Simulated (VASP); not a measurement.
# TaN (P6_3mc) in VASP: notebook

TaN is run at these levels: PBE; tasks: single point.

Everything below comes from runs of VASP 6.6.1. Logs are shortened: lines on timing, memory, paths and dates and some standing lists are left out, and cuts for length are marked.

### Step 1. The cell of the first run

Symmetry: P6_3mc, No. 186, hexagonal system. Conventional cell: a = 3.050 Å, b = 3.050 Å, c = 4.940 Å, α = 90.00°, β = 90.00°, γ = 120.00°. Within 2.5 Å of Ta (site symmetry 3m) lie 4 N at 1.85 to 1.90 Å. Within 2.5 Å of N (site symmetry 3m) lie 4 Ta at 1.85 to 1.90 Å.

### Step 2. Single point, PBE

Contents of INCAR:

```
  ALGO = Normal
  EDIFF = 1E-7
  ENCUT = 520
  GGA = PE
  ISIF = 2
  ISMEAR = 0
  LASPH = True
  LCHARG = True
  LELF = True
  LREAL = False
  LVHAR = True
  LWAVE = False
  NBANDS = 24
  NELM = 60
  PREC = Accurate
  SIGMA = 0.1
```

Contents of KPOINTS:

```
k-points
0
Gamma
  12 12 8
```

Contents of POSCAR:

```
TaN
1.0
    3.0500010905      0.0000000000      0.0000000000
   -1.5250005453      2.6413784260      0.0000000000
    0.0000000000      0.0000000000      4.9400000000
Ta N
2 2
Direct
    0.3333333333      0.6666666667      0.0000000000
    0.6666666667      0.3333333333      0.5000000000
    0.3333333333      0.6666666667      0.3850000000
    0.6666666667      0.3333333333      0.8850000000
```

Potentials or basis: VASP PAW PBE potentials, release 64 (Ta_pv, N).

The run is started by

```
cat potpaw_PBE.64/Ta_pv/POTCAR potpaw_PBE.64/N/POTCAR > POTCAR
mpirun -np 1 vasp_std > vasp.out
```

OUTCAR:

```text
EDIFF = 1E-7
   ENCUT = 520
   GGA = PE
   ISIF = 2
   ISMEAR = 0
   LASPH = True
   LREAL = False
   NELM = 60
   PREC = Accurate

 ion  position               nearest neighbor table
   1  0.333  0.667  0.000-   4 1.85   4 1.85   4 1.85   3 1.90   2 3.03   2 3.03   2 3.03   2 3.03
                             2 3.03   2 3.03
   2  0.667  0.333  0.500-   3 1.85   3 1.85   3 1.85   4 1.90   1 3.03   1 3.03   1 3.03   1 3.03
                             1 3.03   1 3.03
   3  0.333  0.667  0.385-   2 1.85   2 1.85   2 1.85   1 1.90
   4  0.667  0.333  0.885-   1 1.85   1 1.85   1 1.85   2 1.90

  LATTYP: Found a hexagonal cell.
 ALAT       =     3.0500010905
 C/A-ratio  =     1.6196715520

  Lattice vectors:

 A1 = (   3.0500010905,   0.0000000000,   0.0000000000)
 A2 = (  -1.5250005453,   2.6413784260,   0.0000000000)
 A3 = (   0.0000000000,   0.0000000000,   4.9400000000)

Analysis of symmetry for initial positions (statically):
=====================================================================
 Subroutine PRICEL returns:
 Original cell was already a primitive cell.

 Routine SETGRP: Setting up the symmetry group for a
 hexagonal supercell.

 Subroutine GETGRP returns: Found 12 space group operations
 (whereof  6 operations were pure point group operations)
 out of a pool of 24 trial point group operations.

The static configuration has the point symmetry C_3v.
 The point group associated with its full space group is C_6v.

Analysis of symmetry for dynamics (positions and initial velocities):
=====================================================================
 Subroutine PRICEL returns:
 Original cell was already a primitive cell.

 Routine SETGRP: Setting up the symmetry group for a
 hexagonal supercell.

 Subroutine GETGRP returns: Found 12 space group operations
 (whereof  6 operations were pure point group operations)
 out of a pool of 24 trial point group operations.

The dynamic configuration has the point symmetry C_3v.
 The point group associated with its full space group is C_6v.

 Subroutine INISYM returns: Found 12 space group operations
 (whereof  6 operations are pure point group operations),
 and found     1 'primitive' translations

----------------------------------------------------------------------------------------

                                     Primitive cell

  volume of cell :      39.7977

  direct lattice vectors                    reciprocal lattice vectors
     3.050001090  0.000000000  0.000000000     0.327868735  0.189295103  0.000000000
    -1.525000545  2.641378426  0.000000000     0.000000000  0.378590205  0.000000000
     0.000000000  0.000000000  4.940000000     0.000000000  0.000000000  0.202429150

  length of vectors
     3.050001090  3.050001091  4.940000000     0.378590205  0.378590205  0.202429150

  position of ions in fractional coordinates (direct lattice)
     0.333333333  0.666666667  0.000000000
     0.666666667  0.333333333  0.500000000
     0.333333333  0.666666667  0.385000000
     0.666666667  0.333333333  0.885000000

  ion indices of the primitive-cell ions
   primitive index   ion index
                 1           1
                 2           2
                 3           3
                 4           4

----------------------------------------------------------------------------------------

 KPOINTS: k-points

Automatic generation of k-mesh.
 Grid dimensions read from file:
 generate k-points for:   12   12    8

 Generating k-lattice:

  Cartesian coordinates                     Fractional coordinates (reciprocal lattice)
     0.027322395  0.015774592  0.000000000     0.083333333  0.000000000  0.000000000
     0.000000000  0.031549184  0.000000000     0.000000000  0.083333333  0.000000000
     0.000000000  0.000000000  0.025303644     0.000000000  0.000000000  0.125000000

  Length of vectors
     0.031549184  0.031549184  0.025303644

  Shift w.r.t. Gamma in fractional coordinates (k-lattice)
     0.000000000  0.000000000  0.000000000

 Subroutine IBZKPT returns following result:
 ===========================================

 Found     95 irreducible k-points:

 Following reciprocal coordinates:
            Coordinates               Weight
  0.000000  0.000000  0.000000      1.000000
  0.083333 -0.000000  0.000000      6.000000
  0.166667  0.000000  0.000000      6.000000
  0.250000 -0.000000  0.000000      6.000000
  0.333333  0.000000  0.000000      6.000000
  0.416667 -0.000000  0.000000      6.000000
[... 16 lines left out ...]
  0.250000 -0.000000  0.125000     12.000000
  0.333333  0.000000  0.125000     12.000000
 [... further k-points ...]
   k-points           NKPTS =     95   k-points in BZ     NKDIM =     95   number of bands    NBANDS=     24
   number of dos      NEDOS =    301   number of ions     NIONS =      4
   total plane-waves  NPLWV =  23040
   dimension x,y,z NGX =    24 NGY =   24 NGZ =   40
   dimension x,y,z NGXF=    48 NGYF=   48 NGZF=   80
   ions per type =               2   2
   NGX,Y,Z   is equivalent  to a cutoff of  13.08, 13.08, 13.46 a.u.
   NGXF,Y,Z  is equivalent  to a cutoff of  26.16, 26.16, 26.92 a.u.
 SYSTEM =  unknown system
   PREC   = accura    normal or accurate (medium, high low for compatibility)
   ISTART =      0    job   : 0-new  1-cont  2-samecut
   ICHARG =      2    charge: 1-file 2-atom 10-const
   ISPIN  =      1    spin polarized calculation?
   LNONCOLLINEAR =      F non collinear calculations
   LSORBIT =      F    spin-orbit coupling
   LASPH  =      T    aspherical Exc in radial PAW
   ENCUT  =  520.0 eV  38.22 Ry    6.18 a.u.   5.67  5.67  9.19*2*pi/ulx,y,z
   NELM   =     60;   NELMIN=  2; NELMDL= -5     # of ELM steps
   EDIFF  = 0.1E-06   stopping-criterion for ELM
   LREAL  =      F    real-space projection
   EDIFFG = 0.1E-05   stopping-criterion for IOM
   NSW    =      0    number of steps for IOM
   IBRION =     -1    ionic relax: 0-MD 1-quasi-New 2-CG
   NFREE  =      0    steps in history (QN), initial steepest desc. (CG)
   ISIF   =      2    stress and relaxation
   ISYM   =      2    0-nonsym 1-usesym 2-fastsym
   POTIM  = 0.5000    time-step for ionic-motion
   TEBEG  =    0.0;   TEEND  =   0.0 temperature during run
   PSTRESS=    0.0 pullay stress
   NELECT =      32.0000    total number of electrons
   NUPDOWN=      -1.0000    fix difference up-down
   EMIN   =  10.00;   EMAX   =-10.00  energy-range for DOS
   EFERMI =   0.00;   METHOD = LEGACY
   ISMEAR =     0;   SIGMA  =   0.10  broadening in eV -4-tet -1-fermi 0-gaus
   EFERMI_NEDOS =   21; number of points for ismear=-14 and -15
   IALGO  =     38    algorithm
   IMIX   =      4    mixing-type and parameters
     AMIX     =   0.40;   BMIX     =  1.00
     AMIX_MAG =   1.60;   BMIX_MAG =  1.00
  volume/ion in A,a.u.               =       9.95        67.14
  Fermi-wavevector in a.u.,A,eV,Ry     =   1.522319  2.876766 31.530886  2.317455
  Thomas-Fermi vector in A             =   2.630914
   LORBIT       =      0    0 simple, 1 ext, 2 COOP (PROOUT), +10 PAW based schemes
   GGA     = PE    functional components
   LHFCALC =     F    Hartree Fock is set to
   AEXX    =    0.0000 exact exchange contribution
   IVDW    =     0    specifies the selected vdW correction
   LEPSILON=     F    determine dielectric tensor
   LRPA    =     F    only Hartree local field effects (RPA)
 non-spin polarized calculation
 Gauss-broadening in eV      SIGMA  =   0.10
  energy-cutoff  :      520.00
  volume of cell :       39.80
 maximum number of plane-waves:      1093
 NGX is ok and might be reduce to    24
   NGX = 11   NGY = 11   NGZ = 19

 number of electron      32.0000000 magnetization

 Free energy of the ion-electron system (eV)
  ---------------------------------------------------
  ext. energy  EPLUGINS =         0.00000000
  ---------------------------------------------------
  free energy    TOTEN  =       -37.66358098 eV

  energy without entropy =      -37.65566284  energy(sigma->0) =      -37.65962191

 E-fermi :   9.7898     XC(G=0): -13.5436

 val. band max:        9.7645785285   @ k =   0.2500   0.2500   0.1250
 cond. band min:       9.7996694470   @ k =   0.0833  -0.0000   0.0000
 fundamental gap:      0.0350909185
 Fermi energy:         9.7898257958

 k-point     1 :       0.0000    0.0000    0.0000
  band No.  band energies     occupation
      1     -26.3324      2.00000
      2     -25.2208      2.00000
      3     -25.2208      2.00000
      4     -25.0296      2.00000
      5     -25.0296      2.00000
      6     -24.9770      2.00000
[... 16 lines left out ...]
     23      16.4692      0.00000
     24      16.4692      0.00000

 k-point     2 :       0.0833   -0.0000    0.0000
  band No.  band energies     occupation
      1     -26.3076      2.00000
      2     -25.2929      2.00000
      3     -25.2417      2.00000
      4     -25.1122      2.00000
      5     -25.0414      2.00000
      6     -24.9886      2.00000
[... 16 lines left out ...]
     23      16.4688      0.00000
     24      16.7222      0.00000

 k-point     3 :       0.1667    0.0000    0.0000
  band No.  band energies     occupation
      1     -26.2389      2.00000
      2     -25.4842      2.00000
      3     -25.3289      2.00000
      4     -25.2974      2.00000
      5     -25.0745      2.00000
      6     -25.0237      2.00000
[... 16 lines left out ...]
     23      16.4576      0.00000
     24      17.8692      0.00000
[... 514 lines left out ...]
 k-point    23 :       0.2500   -0.0000    0.1250
  band No.  band energies     occupation
      1     -26.1427      2.00000
      2     -25.7024      2.00000
      3     -25.6220      2.00000
      4     -25.3615      2.00000
      5     -25.1308      2.00000
      6     -25.0966      2.00000
[... 16 lines left out ...]
     23      17.1281      0.00000
     24      17.8825      0.00000

 k-point    24 :       0.3333    0.0000    0.1250
  band No.  band energies     occupation
      1     -26.1731      2.00000
      2     -25.9237      2.00000
      3     -25.7540      2.00000
      4     -25.4317      2.00000
      5     -25.1791      2.00000
      6     -25.1659      2.00000
[... 16 lines left out ...]
     23      16.6487      0.00000
     24      17.9780      0.00000

 [... further k-points ...]

------------------------ aborting loop because EDIFF is reached ----------------------------------------

  FORCE on cell =-STRESS in cart. coord.  units (eV):
  Direction    XX          YY          ZZ          XY          YZ          ZX
  --------------------------------------------------------------------------------------
  -------------------------------------------------------------------------------------
  Total       36.9835564     36.9835564     30.5990908     -0.0000000      0.0000000      0.0000000
  in kB     1488.8868150   1488.8868150   1231.8605149     -0.0000000      0.0000000      0.0000000
  external PRESSURE =    1403.2113816 kB  Pullay stress =       0.0000000 kB

 VOLUME and BASIS-vectors are now :
 -----------------------------------------------------------------------------
  energy-cutoff  :      520.00
  volume of cell :       39.80
      direct lattice vectors                 reciprocal lattice vectors
     3.050001090  0.000000000  0.000000000     0.327868735  0.189295103  0.000000000
    -1.525000545  2.641378426  0.000000000     0.000000000  0.378590205  0.000000000
     0.000000000  0.000000000  4.940000000     0.000000000  0.000000000  0.202429150

 POSITION                                       TOTAL-FORCE (eV/Angst)
 -----------------------------------------------------------------------------------
     -0.00000      1.76092      0.00000         0.000000     -0.000000      2.272855
      1.52500      0.88046      2.47000        -0.000000      0.000000      2.272855
     -0.00000      1.76092      1.90190        -0.000000      0.000000     -2.272855
      1.52500      0.88046      4.37190         0.000000     -0.000000     -2.272855
 -----------------------------------------------------------------------------------
    total drift:                               -0.000000      0.000000      0.000559

  FREE ENERGIE OF THE ION-ELECTRON SYSTEM (eV)
  ---------------------------------------------------
  free  energy   TOTEN  =       -37.6635809778 eV

  energy  without entropy=      -37.6556628395  energy(sigma->0) =      -37.65962191
```

Run time: 94 s. Hardware: 1 thread of Intel Xeon 8259CL, shared host; peak memory 0.22 GiB.

What came out:

* Free energy: -37.6636 eV
* Pressure: 140.3 GPa
* Largest force: 2.273 eV/Å
* Band gap on the k mesh: zero (bands 16 and 17 overlap by 2.86 eV)

Forces on the atoms (eV/Å):
```
Ta   0.000  0.000  2.273
Ta   0.000  0.000  2.273
N    0.000  0.000 -2.273
N    0.000  0.000 -2.273
```

Stress tensor (GPa, compression positive):
```
148.89   0.00   0.00
  0.00 148.89   0.00
  0.00   0.00 123.19
```

Caveat: the cell stands under pressure; spin-orbit coupling is left out, which moves the levels of the heavy elements; forces of over 1 eV/Å act on the atoms, so gaps and moduli don't describe the material at rest.

### Step 3. Single point, PBE

Contents of INCAR:

```
PREC = Accurate
ENCUT = 520
EDIFF = 1E-6
ISMEAR = 0
SIGMA = 0.1
LREAL = False
LASPH = True
NELM = 60
ALGO = Normal
ISIF = 2
LWAVE = False
LCHARG = True
GGA = PE
LELF = True
LVHAR = True
NBANDS = 24
```

Contents of KPOINTS:

```
regular mesh
0
Gamma
  18 18 10
```

POSCAR is that of step 2.

Potentials or basis: VASP PAW PBE potentials, release 64 (Ta_pv, N).

The run is started by

```
cat potpaw_PBE.64/Ta_pv/POTCAR potpaw_PBE.64/N/POTCAR > POTCAR
mpirun -np 1 vasp_std > vasp.out
```

Wall time 2.9 min (1 thread of Intel Xeon 8259CL, shared host); peak memory 0.3 GiB.

It converged, with:

* Free energy: -37.6711 eV
* Pressure: 140.3 GPa
* Largest force: 2.359 eV/Å
* Band gap on the k mesh: zero (bands 16 and 17 overlap by 2.86 eV)

Forces in eV/Å, atoms in the order of the input:
```
Ta   0.000  0.000  2.359
Ta   0.000  0.000  2.359
N    0.000  0.000 -2.359
N    0.000  0.000 -2.359
```

Stress tensor (GPa, compression positive):
```
148.99   0.00   0.00
  0.00 148.99   0.00
  0.00   0.00 122.81
```

Levels at points of the mesh, in eV from the Fermi level:
| k point | band 12 | band 13 | band 14 | band 15 | band 16 | band 17 | band 18 | band 19 | band 20 | band 21 |
| --- | --- | --- | --- | --- | --- | --- | --- | --- | --- | --- |
| (0.00, 0.00, 0.00) | -7.88 | -7.88 | -7.55 | -0.82 | -0.82 | -0.34 | 2.15 | 2.68 | 2.68 | 4.57 |
| (0.50, 0.00, 0.00) | -6.38 | -6.18 | -5.22 | -2.44 | -1.03 | 0.44 | 1.44 | 2.04 | 3.79 | 4.34 |
| (0.00, 0.00, 0.50) | -8.46 | -8.46 | -8.46 | 1.22 | 1.22 | 1.22 | 1.22 | 1.88 | 1.88 | 6.72 |
| (0.50, 0.00, 0.50) | -6.52 | -6.50 | -6.50 | -0.46 | -0.46 | 2.16 | 2.16 | 2.28 | 2.28 | 4.99 |

Caveat: the cell stands under pressure; spin-orbit coupling is left out, which moves the levels of the heavy elements; forces of over 1 eV/Å act on the atoms, so gaps and moduli don't describe the material at rest.

[end of part 1 of 2]
